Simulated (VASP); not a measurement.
# HfB2 (P6/mmm) in VASP: a series of runs

Runs on HfB2. Level: PBE. Tasks: single point.

Program: VASP 6.6.1. These are calculated values, not measurements. Logs are shortened: lines on timing, memory, paths and dates and some standing lists are left out, and cuts for length are marked.

**1. The cell of the first run**

It takes space group P6/mmm (No. 191, hexagonal). The conventional cell has a = 3.024 Å, b = 3.024 Å, c = 3.324 Å, α = 90.00°, β = 90.00°, γ = 120.00°. Within 3.2 Å of Hf (site symmetry 6/mmm) lie 12 B at 2.41 Å and 6 Hf at 3.02 Å. B (site symmetry -6m2) has 3 B at 1.75 Å within 2.3 Å.

**2. Single point, PBE**

Input file INCAR:

```
  PREC = Accurate
  ENCUT = 520
  EDIFF = 1E-6
  ISMEAR = -1
  SIGMA = 0.05
  LREAL = False
  LASPH = True
  NELM = 60
  ALGO = Normal
  ISIF = 2
  LWAVE = False
  LCHARG = False
  GGA = PE
  NBANDS = 15
```

Input file KPOINTS:

```
regular mesh
0
Gamma
  11 11 9
```

Input file POSCAR:

```
HfB2
1.0
    3.0244532517      0.0000000000      0.0000000000
   -1.5122266258      2.6192533485      0.0000000000
    0.0000000000      0.0000000000      3.3242178527
Hf B
1 2
Direct
    0.0000000000      0.0000000000      0.0000000000
    0.3333333333      0.6666666667      0.5000000000
    0.6666666667      0.3333333333      0.5000000000
```

Potentials or basis: VASP PAW PBE potentials, release 64 (Hf_pv, B).

Launch:

```sh
> cat potpaw_PBE.64/Hf_pv/POTCAR potpaw_PBE.64/B/POTCAR > POTCAR
> mpirun -np 1 vasp_std > vasp.out
```

OUTCAR:

```text
PREC = Accurate
   ENCUT = 520
   EDIFF = 1E-6
   ISMEAR = -1
   LREAL = False
   LASPH = True
   NELM = 60
   ISIF = 2
   GGA = PE

 ion  position               nearest neighbor table
   1  0.000  0.000  0.000-   2 2.41   3 2.41   2 2.41   3 2.41   2 2.41   2 2.41   3 2.41   3 2.41
                             3 2.41   3 2.41   2 2.41   2 2.41
   2  0.333  0.667  0.500-   3 1.75   3 1.75   3 1.75   1 2.41   1 2.41   1 2.41   1 2.41   1 2.41
                             1 2.41
   3  0.667  0.333  0.500-   2 1.75   2 1.75   2 1.75   1 2.41   1 2.41   1 2.41   1 2.41   1 2.41
                             1 2.41

  LATTYP: Found a hexagonal cell.
 ALAT       =     3.0244532517
 C/A-ratio  =     1.0991136500

  Lattice vectors:

 A1 = (   3.0244532517,   0.0000000000,   0.0000000000)
 A2 = (  -1.5122266258,   2.6192533485,   0.0000000000)
 A3 = (   0.0000000000,   0.0000000000,   3.3242178527)

Analysis of symmetry for initial positions (statically):
=====================================================================
 Subroutine PRICEL returns:
 Original cell was already a primitive cell.

 Routine SETGRP: Setting up the symmetry group for a
 hexagonal supercell.

 Subroutine GETGRP returns: Found 24 space group operations
 (whereof 24 operations were pure point group operations)
 out of a pool of 24 trial point group operations.

The static configuration has the point symmetry D_6h.

Analysis of symmetry for dynamics (positions and initial velocities):
=====================================================================
 Subroutine PRICEL returns:
 Original cell was already a primitive cell.

 Routine SETGRP: Setting up the symmetry group for a
 hexagonal supercell.

 Subroutine GETGRP returns: Found 24 space group operations
 (whereof 24 operations were pure point group operations)
 out of a pool of 24 trial point group operations.

The dynamic configuration has the point symmetry D_6h.

 Subroutine INISYM returns: Found 24 space group operations
 (whereof 24 operations are pure point group operations),
 and found     1 'primitive' translations

----------------------------------------------------------------------------------------

                                     Primitive cell

  volume of cell :      26.3338

  direct lattice vectors                    reciprocal lattice vectors
     3.024453252  0.000000000  0.000000000     0.330638273  0.190894096  0.000000000
    -1.512226626  2.619253349  0.000000000     0.000000000  0.381788192  0.000000000
     0.000000000  0.000000000  3.324217853     0.000000000  0.000000000  0.300822643

  length of vectors
     3.024453252  3.024453252  3.324217853     0.381788192  0.381788192  0.300822643

  position of ions in fractional coordinates (direct lattice)
     0.000000000  0.000000000  0.000000000
     0.333333333  0.666666667  0.500000000
     0.666666667  0.333333333  0.500000000

  ion indices of the primitive-cell ions
   primitive index   ion index
                 1           1
                 2           2
                 3           3

----------------------------------------------------------------------------------------

 KPOINTS: regular mesh

Automatic generation of k-mesh.
 Grid dimensions read from file:
 generate k-points for:   11   11    9

 Generating k-lattice:

  Cartesian coordinates                     Fractional coordinates (reciprocal lattice)
     0.030058025  0.017354009  0.000000000     0.090909091  0.000000000  0.000000000
     0.000000000  0.034708017  0.000000000     0.000000000  0.090909091  0.000000000
     0.000000000  0.000000000  0.033424738     0.000000000  0.000000000  0.111111111

  Length of vectors
     0.034708017  0.034708017  0.033424738

  Shift w.r.t. Gamma in fractional coordinates (k-lattice)
     0.000000000  0.000000000  0.000000000

 Subroutine IBZKPT returns following result:
 ===========================================

 Found     80 irreducible k-points:

 Following reciprocal coordinates:
            Coordinates               Weight
  0.000000  0.000000  0.000000      1.000000
  0.090909 -0.000000  0.000000      6.000000
  0.181818  0.000000  0.000000      6.000000
  0.272727  0.000000  0.000000      6.000000
  0.363636 -0.000000  0.000000      6.000000
  0.454545 -0.000000  0.000000      6.000000
[... 16 lines left out ...]
  0.090909  0.090909  0.111111     12.000000
  0.181818  0.090909  0.111111     24.000000
 [... further k-points ...]
   k-points           NKPTS =     80   k-points in BZ     NKDIM =     80   number of bands    NBANDS=     15
   number of dos      NEDOS =    301   number of ions     NIONS =      3
   total plane-waves  NPLWV =  16128
   dimension x,y,z NGX =    24 NGY =   24 NGZ =   28
   dimension x,y,z NGXF=    48 NGYF=   48 NGZF=   56
   ions per type =               1   2
   NGX,Y,Z   is equivalent  to a cutoff of  13.19, 13.19, 14.00 a.u.
   NGXF,Y,Z  is equivalent  to a cutoff of  26.38, 26.38, 28.01 a.u.
 SYSTEM =  unknown system
   PREC   = accura    normal or accurate (medium, high low for compatibility)
   ISTART =      0    job   : 0-new  1-cont  2-samecut
   ICHARG =      2    charge: 1-file 2-atom 10-const
   ISPIN  =      1    spin polarized calculation?
   LNONCOLLINEAR =      F non collinear calculations
   LSORBIT =      F    spin-orbit coupling
   LASPH  =      T    aspherical Exc in radial PAW
   ENCUT  =  520.0 eV  38.22 Ry    6.18 a.u.   5.62  5.62  6.18*2*pi/ulx,y,z
   NELM   =     60;   NELMIN=  2; NELMDL= -5     # of ELM steps
   EDIFF  = 0.1E-05   stopping-criterion for ELM
   LREAL  =      F    real-space projection
   EDIFFG = 0.1E-04   stopping-criterion for IOM
   NSW    =      0    number of steps for IOM
   IBRION =     -1    ionic relax: 0-MD 1-quasi-New 2-CG
   NFREE  =      0    steps in history (QN), initial steepest desc. (CG)
   ISIF   =      2    stress and relaxation
   ISYM   =      2    0-nonsym 1-usesym 2-fastsym
   POTIM  = 0.5000    time-step for ionic-motion
   TEBEG  =    0.0;   TEEND  =   0.0 temperature during run
   PSTRESS=    0.0 pullay stress
   NELECT =      16.0000    total number of electrons
   NUPDOWN=      -1.0000    fix difference up-down
   EMIN   =  10.00;   EMAX   =-10.00  energy-range for DOS
   EFERMI =   0.00;   METHOD = LEGACY
   ISMEAR =    -1;   SIGMA  =   0.05  broadening in eV -4-tet -1-fermi 0-gaus
   EFERMI_NEDOS =   21; number of points for ismear=-14 and -15
   IALGO  =     38    algorithm
   IMIX   =      4    mixing-type and parameters
     AMIX     =   0.40;   BMIX     =  1.00
     AMIX_MAG =   1.60;   BMIX_MAG =  1.00
  volume/ion in A,a.u.               =       8.78        59.24
  Fermi-wavevector in a.u.,A,eV,Ry     =   1.386576  2.620248 26.158449  1.922592
  Thomas-Fermi vector in A             =   2.510878
   LORBIT       =      0    0 simple, 1 ext, 2 COOP (PROOUT), +10 PAW based schemes
   GGA     = PE    functional components
   LHFCALC =     F    Hartree Fock is set to
   AEXX    =    0.0000 exact exchange contribution
   IVDW    =     0    specifies the selected vdW correction
   LEPSILON=     F    determine dielectric tensor
   LRPA    =     F    only Hartree local field effects (RPA)
 non-spin polarized calculation
  energy-cutoff  :      520.00
  volume of cell :       26.33
 maximum number of plane-waves:       733
 NGX is ok and might be reduce to    24
   NGX = 11   NGY = 11   NGZ = 13

 number of electron      16.0000000 magnetization

 Free energy of the ion-electron system (eV)
  ---------------------------------------------------
  ext. energy  EPLUGINS =         0.00000000
  ---------------------------------------------------
  free energy    TOTEN  =       -26.00882737 eV

  energy without entropy =      -26.00776648  energy(sigma->0) =      -26.00829693

 E-fermi :   8.6277     XC(G=0): -13.1762

 val. band max:        8.5463303528   @ k =   0.0000   0.0000   0.2222
 cond. band min:       8.6534265808   @ k =   0.2727   0.1818   0.0000
 fundamental gap:      0.1070962280
 Fermi energy:         8.6277235849

 k-point     1 :       0.0000    0.0000    0.0000
  band No.  band energies     occupation
      1     -21.6004      2.00000
      2     -20.9401      2.00000
      3     -20.9401      2.00000
      4      -5.7751      2.00000
      5       5.3612      2.00000
      6       5.4259      2.00000
      7       5.4259      2.00000
      8       6.0259      2.00000
      9      13.3090      0.00000
     10      13.3090      0.00000
     11      14.0793      0.00000
     12      14.0793      0.00000
     13      14.1339      0.00000
     14      14.1339      0.00000
     15      14.4180      0.00000

 k-point     2 :       0.0909   -0.0000    0.0000
  band No.  band energies     occupation
      1     -21.5841      2.00000
      2     -21.0383      2.00000
      3     -20.9612      2.00000
      4      -5.5718      2.00000
      5       4.9314      2.00000
      6       5.4393      2.00000
      7       5.5583      2.00000
      8       5.8129      2.00000
      9      12.5684      0.00000
     10      13.1173      0.00000
     11      13.1593      0.00000
     12      13.5692      0.00000
     13      14.9004      0.00000
     14      15.5623      0.00000
     15      15.6571      0.00000
[... 365 lines left out ...]
      3     -21.0014      2.00000
      4      -4.9626      2.00000
      5       4.2624      2.00000
      6       4.3863      2.00000
      7       5.3166      2.00000
      8       6.9409      2.00000
      9      10.5085      0.00000
     10      12.1240      0.00000
     11      13.5893      0.00000
     12      14.6525      0.00000
     13      15.5002      0.00000
     14      15.8675      0.00000
     15      16.7135      0.00000

 k-point    24 :       0.1818    0.0909    0.1111
  band No.  band energies     occupation
      1     -21.5587      2.00000
      2     -21.4705      2.00000
      3     -21.0804      2.00000
      4      -4.2733      2.00000
      5       3.0430      2.00000
      6       4.3260      2.00000
      7       4.9993      2.00000
      8       7.0525      2.00000
      9       9.7300      0.00000
     10      12.5940      0.00000
     11      13.3440      0.00000
     12      14.4829      0.00000
     13      15.9732      0.00000
     14      16.7167      0.00000
     15      18.5071      0.00000

 [... further k-points ...]

------------------------ aborting loop because EDIFF is reached ----------------------------------------

  FORCE on cell =-STRESS in cart. coord.  units (eV):
  Direction    XX          YY          ZZ          XY          YZ          ZX
  --------------------------------------------------------------------------------------
  -------------------------------------------------------------------------------------
  Total        6.5500583      6.5500583      6.6894040      0.0000000      0.0000000      0.0000000
  in kB      398.5124449    398.5124449    406.9903840      0.0000000      0.0000000      0.0000000
  external PRESSURE =     401.3384246 kB  Pullay stress =       0.0000000 kB

 VOLUME and BASIS-vectors are now :
 -----------------------------------------------------------------------------
  energy-cutoff  :      520.00
  volume of cell :       26.33
      direct lattice vectors                 reciprocal lattice vectors
     3.024453252  0.000000000  0.000000000     0.330638273  0.190894096  0.000000000
    -1.512226626  2.619253349  0.000000000     0.000000000  0.381788192  0.000000000
     0.000000000  0.000000000  3.324217853     0.000000000  0.000000000  0.300822643

 POSITION                                       TOTAL-FORCE (eV/Angst)
 -----------------------------------------------------------------------------------
      0.00000      0.00000      0.00000        -0.000000      0.000000      0.000000
     -0.00000      1.74617      1.66211        -0.000000      0.000000      0.000000
      1.51223      0.87308      1.66211         0.000000      0.000000      0.000000
 -----------------------------------------------------------------------------------
    total drift:                               -0.000000      0.000000      0.000000

  FREE ENERGIE OF THE ION-ELECTRON SYSTEM (eV)
  ---------------------------------------------------
  free  energy   TOTEN  =       -26.0088273727 eV

  energy  without entropy=      -26.0077664833  energy(sigma->0) =      -26.00829693
```

It took 19 s on 1 thread of Intel Xeon 6455B, shared host; peak memory 0.17 GiB.

What came out:

- Free energy: -26.0088 eV
- Pressure: 40.1 GPa
- Band gap on the k mesh: zero (band 8 reaches 9.46 eV, above the bottom of band 9 at 8.06 eV)

Levels at points of the mesh, in eV from the Fermi level:
```tsv
k point	band 4	band 5	band 6	band 7	band 8	band 9	band 10	band 11	band 12	band 13
(0.00, 0.00, 0.00)	-14.40	-3.27	-3.20	-3.20	-2.60	4.68	4.68	5.45	5.45	5.51
```

Caveat: spin-orbit coupling is left out, which moves the levels of the heavy elements.

**3. Single point, PBE**

This run uses another cell than the first one, of 9.01 Å³/atom, 1.027 times its volume.

Input file INCAR:

```
SYSTEM = HfB2
PREC = Accurate
ENCUT = 520
EDIFF = 1E-6
ISMEAR = -1
SIGMA = 0.05
LREAL = .FALSE.
LASPH = .TRUE.
NELM = 80
ALGO = Normal
ISIF = 2
LWAVE = .FALSE.
LCHARG = .FALSE.
GGA = PE
NBANDS = 15
```

Input file KPOINTS:

```
regular mesh
0
G
  11 11 9
  0 0 0
```

Input file POSCAR:

```
HfB2
1.0
    3.0496799184      0.0000000000      0.0000000000
   -1.5248399592      2.6411002828      0.0000000000
    0.0000000000      0.0000000000      3.3573524983
Hf B
1 2
Direct
    0.0000000000      0.0000000000      0.0000000000
    0.3333333333      0.6666666667      0.5000000000
    0.6666666667      0.3333333333      0.5000000000
```

Potentials or basis: VASP PAW PBE potentials, release 64 (Hf_pv, B).

Launch:

```sh
> cat potpaw_PBE.64/Hf_pv/POTCAR potpaw_PBE.64/B/POTCAR > POTCAR
> mpirun -np 1 vasp_std > vasp.out
```

OUTCAR:

```text
SYSTEM = HfB2
   PREC = Accurate
   ENCUT = 520
   EDIFF = 1E-6
   ISMEAR = -1
   LREAL = .FALSE.
   LASPH = .TRUE.
   NELM = 80
   ISIF = 2
   GGA = PE

 ion  position               nearest neighbor table
   1  0.000  0.000  0.000-   2 2.43   3 2.43   2 2.43   3 2.43   3 2.43   3 2.43   2 2.43   2 2.43
                             3 2.43   3 2.43   2 2.43   2 2.43
   2  0.333  0.667  0.500-   3 1.76   3 1.76   3 1.76   1 2.43   1 2.43   1 2.43   1 2.43   1 2.43
                             1 2.43
   3  0.667  0.333  0.500-   2 1.76   2 1.76   2 1.76   1 2.43   1 2.43   1 2.43   1 2.43   1 2.43
                             1 2.43

  LATTYP: Found a hexagonal cell.
 ALAT       =     3.0496799184
 C/A-ratio  =     1.1008868433

  Lattice vectors:

 A1 = (   3.0496799184,   0.0000000000,   0.0000000000)
 A2 = (  -1.5248399592,   2.6411002828,   0.0000000000)
 A3 = (   0.0000000000,   0.0000000000,   3.3573524983)

Analysis of symmetry for initial positions (statically):
=====================================================================
 Subroutine PRICEL returns:
 Original cell was already a primitive cell.

 Routine SETGRP: Setting up the symmetry group for a
 hexagonal supercell.

 Subroutine GETGRP returns: Found 24 space group operations
 (whereof 24 operations were pure point group operations)
 out of a pool of 24 trial point group operations.

The static configuration has the point symmetry D_6h.

Analysis of symmetry for dynamics (positions and initial velocities):
=====================================================================
 Subroutine PRICEL returns:
 Original cell was already a primitive cell.

 Routine SETGRP: Setting up the symmetry group for a
 hexagonal supercell.

 Subroutine GETGRP returns: Found 24 space group operations
 (whereof 24 operations were pure point group operations)
 out of a pool of 24 trial point group operations.

The dynamic configuration has the point symmetry D_6h.

 Subroutine INISYM returns: Found 24 space group operations
 (whereof 24 operations are pure point group operations),
 and found     1 'primitive' translations

[... 129 lines left out ...]
  volume of cell :       27.04
 maximum number of plane-waves:       751
 NGX is ok and might be reduce to    24
   NGX = 11   NGY = 11   NGZ = 13

 number of electron      16.0000001 magnetization

 Free energy of the ion-electron system (eV)
  ---------------------------------------------------
  ext. energy  EPLUGINS =         0.00000000
  ---------------------------------------------------
  free energy    TOTEN  =       -26.16384596 eV

  energy without entropy =      -26.16276085  energy(sigma->0) =      -26.16330340

 E-fermi :   8.4037     XC(G=0): -13.0471

 val. band max:        8.3074140356   @ k =   0.0000   0.0000   0.2222
 cond. band min:       8.4281865325   @ k =   0.2727   0.1818   0.0000
 fundamental gap:      0.1207724969
 Fermi energy:         8.4037090149

 k-point     1 :       0.0000    0.0000    0.0000
  band No.  band energies     occupation
      1     -21.9014      2.00000
      2     -21.2818      2.00000
      3     -21.2818      2.00000
      4      -5.8504      2.00000
      5       5.2095      2.00000
      6       5.2796      2.00000
      7       5.2796      2.00000
      8       5.7646      2.00000
      9      12.9447      0.00000
     10      12.9447      0.00000
     11      13.6857      0.00000
     12      13.6857      0.00000
     13      13.7979      0.00000
     14      13.7979      0.00000
[... 401 lines left out ...]
      2     -21.7677      2.00000
      3     -21.4106      2.00000
      4      -4.3892      2.00000
      5       2.8930      2.00000
      6       4.1515      2.00000
      7       4.8091      2.00000
      8       6.8720      2.00000
      9       9.4854      0.00000
     10      12.2570      0.00000
     11      12.9924      0.00000
     12      14.0734      0.00000
     13      15.5394      0.00000
     14      16.2467      0.00000
     15      17.9839      0.00000

 [... further k-points ...]

------------------------ aborting loop because EDIFF is reached ----------------------------------------

  FORCE on cell =-STRESS in cart. coord.  units (eV):
  Direction    XX          YY          ZZ          XY          YZ          ZX
  --------------------------------------------------------------------------------------
  -------------------------------------------------------------------------------------
  Total        5.0227202      5.0227202      5.1395078      0.0000000      0.0000000      0.0000000
  in kB      297.5866708    297.5866708    304.5061139      0.0000000      0.0000000      0.0000000
  external PRESSURE =     299.8931518 kB  Pullay stress =       0.0000000 kB

 VOLUME and BASIS-vectors are now :
 -----------------------------------------------------------------------------
  energy-cutoff  :      520.00
  volume of cell :       27.04
      direct lattice vectors                 reciprocal lattice vectors
     3.049679918  0.000000000  0.000000000     0.327903264  0.189315038  0.000000000
    -1.524839959  2.641100283  0.000000000     0.000000000  0.378630076  0.000000000
     0.000000000  0.000000000  3.357352498     0.000000000  0.000000000  0.297853741

 POSITION                                       TOTAL-FORCE (eV/Angst)
 -----------------------------------------------------------------------------------
      0.00000      0.00000      0.00000        -0.000000      0.000000      0.000000
     -0.00000      1.76073      1.67868         0.000000      0.000000     -0.000000
      1.52484      0.88037      1.67868        -0.000000      0.000000      0.000000
 -----------------------------------------------------------------------------------
    total drift:                               -0.000000      0.000000      0.000000

  FREE ENERGIE OF THE ION-ELECTRON SYSTEM (eV)
  ---------------------------------------------------
  free  energy   TOTEN  =       -26.1638459553 eV

  energy  without entropy=      -26.1627608512  energy(sigma->0) =      -26.16330340
```

stdout:

```text
POSCAR found type information on POSCAR HfB
 POSCAR found :  2 types and       3 ions
 scaLAPACK will be used
 LDA part: xc-table for (Slater+PW92), standard interpolation
 POSCAR, INCAR and KPOINTS ok, starting setup
 FFT: planning ... GRIDC
 FFT: planning ... GRID_SOFT
 FFT: planning ... GRID
 WAVECAR not read
 entering main loop
```

It took 20 s on 1 thread of Intel Xeon 6455B, shared host; peak memory 0.16 GiB.

Results:

| Quantity | Value |
| --- | --- |
| Free energy | -26.1638 eV |
| Pressure | 30.0 GPa |
| Band gap on the k mesh | zero (band 8 reaches 9.24 eV, above the bottom of band 9 at 7.86 eV) |

Caveat: spin-orbit coupling is left out, which moves the levels of the heavy elements.

[end of part 1 of 2]
